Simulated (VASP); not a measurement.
# Cu (I4/mmm) in VASP: notebook

The runs below take Cu through single point, with RPBE, PBE0.

All numbers are computed with VASP 6.6.1; they aren't measurements. Logs are shortened: lines on timing, memory, paths and dates and some standing lists are left out, and cuts for length are marked.

## 1. The cell of the first run

The structure is tetragonal, space group I4/mmm (No. 139). Conventional cell: a = 2.886 Å, b = 2.886 Å, c = 2.752 Å, α = 90.00°, β = 90.00°, γ = 90.00°. Cu (site symmetry 4/mmm) has 14 Cu at 2.46 to 2.89 Å within 3.2 Å.

## 2. Single point, RPBE, non-collinear spin, typed start, spin-orbit coupling

INCAR

```
PREC = Accurate ; ENCUT = 520
EDIFF = 1E-7 ; ISMEAR = 0
SIGMA = 0.01 ; LREAL = F
LASPH = T ; NELM = 150
ALGO = Normal ; ISIF = 2
LWAVE = F ; LCHARG = T
MAGMOM = 0 0 -0.05 ; LORBIT = 11
LSORBIT = T ; GGA_COMPAT = F
LORBMOM = T ; LMAXMIX = 4
GGA = RP ; LVHAR = T
NBANDS = 22
```

KPOINTS

```
regular mesh
0
Gamma
  13 13 13
```

POSCAR

```
Cu
1.0
   -1.4427933200      1.4427933200      1.3760814500
    1.4427933200     -1.4427933200      1.3760814500
    1.4427933200      1.4427933200     -1.3760814500
Cu
1
Direct
    0.0000000000      0.0000000000      0.0000000000
```

Potentials or basis: VASP PAW PBE potentials, release 64 (Cu).

Started as:

```console
$ cat potpaw_PBE.64/Cu/POTCAR > POTCAR
$ mpirun -np 1 vasp_ncl > vasp.out
```

OUTCAR:

```text
PREC = Accurate
   ENCUT = 520
   EDIFF = 1E-7
   ISMEAR = 0
   LREAL = F
   LASPH = T
   NELM = 150
   ISIF = 2
   LORBIT = 11
   LSORBIT = T
   GGA = RP

 ion  position               nearest neighbor table
   1  0.000  0.000  0.000-

  LATTYP: Found a body centered tetragonal cell.
 ALAT       =     2.8855866400
 C/A-ratio  =     0.9537620052

  Lattice vectors:

 A1 = (  -1.4427933200,   1.4427933200,   1.3760814500)
 A2 = (   1.4427933200,  -1.4427933200,   1.3760814500)
 A3 = (   1.4427933200,   1.4427933200,  -1.3760814500)

Analysis of symmetry for initial positions (statically):
=====================================================================
 Subroutine PRICEL returns:
 Original cell was already a primitive cell.

 Routine SETGRP: Setting up the symmetry group for a
 body centered tetragonal supercell.

 Subroutine GETGRP returns: Found 16 space group operations
 (whereof 16 operations were pure point group operations)
 out of a pool of 16 trial point group operations.

The static configuration has the point symmetry D_4h.

Analysis of symmetry for dynamics (positions and initial velocities):
=====================================================================
 Subroutine PRICEL returns:
 Original cell was already a primitive cell.

 Routine SETGRP: Setting up the symmetry group for a
 body centered tetragonal supercell.

 Subroutine GETGRP returns: Found 16 space group operations
 (whereof 16 operations were pure point group operations)
 out of a pool of 16 trial point group operations.

The dynamic configuration has the point symmetry D_4h.

Analysis of structural, dynamic, and magnetic symmetry:
=====================================================================
 Subroutine PRICEL returns:
 Original cell was already a primitive cell.

 Routine SETGRP: Setting up the symmetry group for a
 body centered tetragonal supercell.

 Subroutine GETGRP returns: Found  8 space group operations
 (whereof  8 operations were pure point group operations)
 out of a pool of 16 trial point group operations.

The overall configuration has the point symmetry C_4h.

 Subroutine INISYM returns: Found  8 space group operations
 (whereof  8 operations are pure point group operations),
 and found     1 'primitive' translations

----------------------------------------------------------------------------------------

                                     Primitive cell

  volume of cell :      11.4581

  direct lattice vectors                    reciprocal lattice vectors
    -1.442793320  1.442793320  1.376081450     0.000000000  0.346549983  0.363350585
     1.442793320 -1.442793320  1.376081450     0.346549983  0.000000000  0.363350585
     1.442793320  1.442793320 -1.376081450     0.346549983  0.346549983  0.000000000

  length of vectors
     2.461078074  2.461078074  2.461078074     0.502116060  0.502116060  0.490095685

  position of ions in fractional coordinates (direct lattice)
     0.000000000  0.000000000  0.000000000

  ion indices of the primitive-cell ions
   primitive index   ion index
                 1           1

----------------------------------------------------------------------------------------

 KPOINTS: regular mesh

Automatic generation of k-mesh.
 Grid dimensions read from file:
 generate k-points for:   13   13   13

 Generating k-lattice:

  Cartesian coordinates                     Fractional coordinates (reciprocal lattice)
     0.000000000  0.026657691  0.027950045     0.076923077 -0.000000000  0.000000000
     0.026657691  0.000000000  0.027950045    -0.000000000  0.076923077  0.000000000
     0.026657691  0.026657691  0.000000000     0.000000000  0.000000000  0.076923077

  Length of vectors
     0.038624312  0.038624312  0.037699668

  Shift w.r.t. Gamma in fractional coordinates (k-lattice)
[... 50 lines left out ...]
   ENCUT  =  520.0 eV  38.22 Ry    6.18 a.u.   4.58  4.58  4.58*2*pi/ulx,y,z
   NELM   =    150;   NELMIN=  2; NELMDL= -5     # of ELM steps
   EDIFF  = 0.1E-06   stopping-criterion for ELM
   LREAL  =      F    real-space projection
   EDIFFG = 0.1E-05   stopping-criterion for IOM
   NSW    =      0    number of steps for IOM
   IBRION =     -1    ionic relax: 0-MD 1-quasi-New 2-CG
   NFREE  =      0    steps in history (QN), initial steepest desc. (CG)
   ISIF   =      2    stress and relaxation
   ISYM   =      2    0-nonsym 1-usesym 2-fastsym
   POTIM  = 0.5000    time-step for ionic-motion
   TEBEG  =    0.0;   TEEND  =   0.0 temperature during run
   PSTRESS=    0.0 pullay stress
   NELECT =      11.0000    total number of electrons
   NUPDOWN=      -1.0000    fix difference up-down
   EMIN   =  10.00;   EMAX   =-10.00  energy-range for DOS
   EFERMI =   0.00;   METHOD = LEGACY
   ISMEAR =     0;   SIGMA  =   0.01  broadening in eV -4-tet -1-fermi 0-gaus
   EFERMI_NEDOS =   21; number of points for ismear=-14 and -15
   IALGO  =     38    algorithm
   IMIX   =      4    mixing-type and parameters
     AMIX     =   0.40;   BMIX     =  1.00
     AMIX_MAG =   1.60;   BMIX_MAG =  1.00
  volume/ion in A,a.u.               =      11.46        77.32
  Fermi-wavevector in a.u.,A,eV,Ry     =   1.614984  3.051878 35.486359  2.608174
  Thomas-Fermi vector in A             =   2.709805
   LORBIT       =     11    0 simple, 1 ext, 2 COOP (PROOUT), +10 PAW based schemes
   GGA     = RP    functional components
   LHFCALC =     F    Hartree Fock is set to
   AEXX    =    0.0000 exact exchange contribution
   IVDW    =     0    specifies the selected vdW correction
   LEPSILON=     F    determine dielectric tensor
   LRPA    =     F    only Hartree local field effects (RPA)
 Gauss-broadening in eV      SIGMA  =   0.01
  energy-cutoff  :      520.00
  volume of cell :       11.46
 maximum number of plane-waves:       646
   NGX =  9   NGY =  9   NGZ =  9

 number of electron      10.9999998 magnetization       0.0000000      0.0000000     -0.0000105

 number of electron      10.9999998 magnetization      -0.0000000     -0.0000000      0.0000043

 number of electron      10.9999998 magnetization       0.0000000      0.0000000      0.0000000

 number of electron      10.9999998 magnetization      -0.0000000     -0.0000000     -0.0000024

 Free energy of the ion-electron system (eV)
  ---------------------------------------------------
  ext. energy  EPLUGINS =         0.00000000
  ---------------------------------------------------
  free energy    TOTEN  =        -3.19271211 eV

  energy without entropy =       -3.19267285  energy(sigma->0) =       -3.19269248

 E-fermi :   8.0608     XC(G=0): -12.7680

 val. band max:        8.0574166151   @ k =  -0.0769  -0.4615   0.0769
 cond. band min:       8.0916483056   @ k =  -0.2308   0.4615   0.0769
 fundamental gap:      0.0342316905
 Fermi energy:         8.0607722799

 k-point     1 :       0.0000    0.0000    0.0000
  band No.  band energies     occupation
      1      -1.4482      1.00000
      2      -1.4482      1.00000
      3       4.7702      1.00000
      4       4.7703      1.00000
      5       4.9242      1.00000
      6       4.9242      1.00000
[... 589 lines left out ...]
     21      35.2004      0.00000
     22      35.2004      0.00000

 [... further k-points ...]

------------------------ aborting loop because EDIFF is reached ----------------------------------------

  FORCE on cell =-STRESS in cart. coord.  units (eV):
  Direction    XX          YY          ZZ          XY          YZ          ZX
  --------------------------------------------------------------------------------------
  -------------------------------------------------------------------------------------
  Total        0.9242696      0.9242696      0.9310094     -0.0000001      0.0000000      0.0000000
  in kB      129.2399843    129.2399843    130.1824046     -0.0000186      0.0000000      0.0000000
  external PRESSURE =     129.5541244 kB  Pullay stress =       0.0000000 kB

 VOLUME and BASIS-vectors are now :
 -----------------------------------------------------------------------------
  energy-cutoff  :      520.00
  volume of cell :       11.46
      direct lattice vectors                 reciprocal lattice vectors
    -1.442793320  1.442793320  1.376081450     0.000000000  0.346549983  0.363350585
     1.442793320 -1.442793320  1.376081450     0.346549983  0.000000000  0.363350585
     1.442793320  1.442793320 -1.376081450     0.346549983  0.346549983  0.000000000

 POSITION                                       TOTAL-FORCE (eV/Angst)
 -----------------------------------------------------------------------------------
      0.00000      0.00000      0.00000        -0.000000     -0.000000      0.000000
 -----------------------------------------------------------------------------------
    total drift:                                0.000000     -0.000000     -0.000000

  FREE ENERGIE OF THE ION-ELECTRON SYSTEM (eV)
  ---------------------------------------------------
  free  energy   TOTEN  =        -3.1927121106 eV

  energy  without entropy=       -3.1926728496  energy(sigma->0) =       -3.19269248

 orbital moment (x)

 # of ion     p       d       tot
 ----------------------------------------
  1        -0.000  -0.000  -0.000
 ----------------------------------------
           -0.000  -0.000  -0.000

 orbital moment (y)

 # of ion     p       d       tot
 ----------------------------------------
  1         0.000   0.000   0.000
 ----------------------------------------
            0.000   0.000   0.000

 orbital moment (z)

 # of ion     p       d       tot
 ----------------------------------------
  1         0.000  -0.000  -0.000
 ----------------------------------------
            0.000  -0.000  -0.000

 Spin-Orbit-Coupling matrix elements

 Ion:    1  E_soc:     -0.0131063
 l=   1
     0.0000000    -0.0003640    -0.0003609
    -0.0003640     0.0000000    -0.0003640
    -0.0003609    -0.0003640     0.0000000
 l=   2
     0.0000000    -0.0003513     0.0000000    -0.0003513    -0.0014762
    -0.0003513     0.0000000    -0.0011060    -0.0003496    -0.0003619
     0.0000000    -0.0011060     0.0000000    -0.0011060     0.0000000
    -0.0003513    -0.0003496    -0.0011060     0.0000000    -0.0003619
    -0.0014762    -0.0003619     0.0000000    -0.0003619     0.0000000
 l=   3
     0.0000000     0.0000000     0.0000000     0.0000000     0.0000000     0.0000000     0.0000000
     0.0000000     0.0000000     0.0000000     0.0000000     0.0000000     0.0000000     0.0000000
     0.0000000     0.0000000     0.0000000     0.0000000     0.0000000     0.0000000     0.0000000
     0.0000000     0.0000000     0.0000000     0.0000000     0.0000000     0.0000000     0.0000000
     0.0000000     0.0000000     0.0000000     0.0000000     0.0000000     0.0000000     0.0000000
     0.0000000     0.0000000     0.0000000     0.0000000     0.0000000     0.0000000     0.0000000
     0.0000000     0.0000000     0.0000000     0.0000000     0.0000000     0.0000000     0.0000000

 total charge

# of ion       s       p       d       tot
------------------------------------------
    1        0.452   0.402   9.176  10.030

 magnetization (x)

# of ion       s       p       d       tot
------------------------------------------
    1        0.000   0.000   0.000   0.000

 magnetization (y)

# of ion       s       p       d       tot
------------------------------------------
    1        0.000   0.000   0.000   0.000

 magnetization (z)

# of ion       s       p       d       tot
------------------------------------------
    1       -0.000  -0.000  -0.000  -0.000
```

It took 61 s on 1 thread of Intel Xeon 6975P-C (Granite Rapids), shared host; peak memory 0.22 GiB.

What came out:

```yaml
Free_energy: -3.1927 eV
Pressure: 13.0 GPa
Net_moment: 0.00 μB per cell
Valence_electrons_inside_the_program's_atomic_spheres: Cu 10.03
```

Stress tensor (GPa, compression positive):
```
12.92  0.00  0.00
 0.00 12.92  0.00
 0.00  0.00 13.02
```

Moments on the atoms (μB; x, y, z):
```
Cu  0.00 0.00 0.00
```

Caveat: the PAW data sets were made with another functional, which shifts forces and pressure a little.

(Continued in part 2 of 2.)
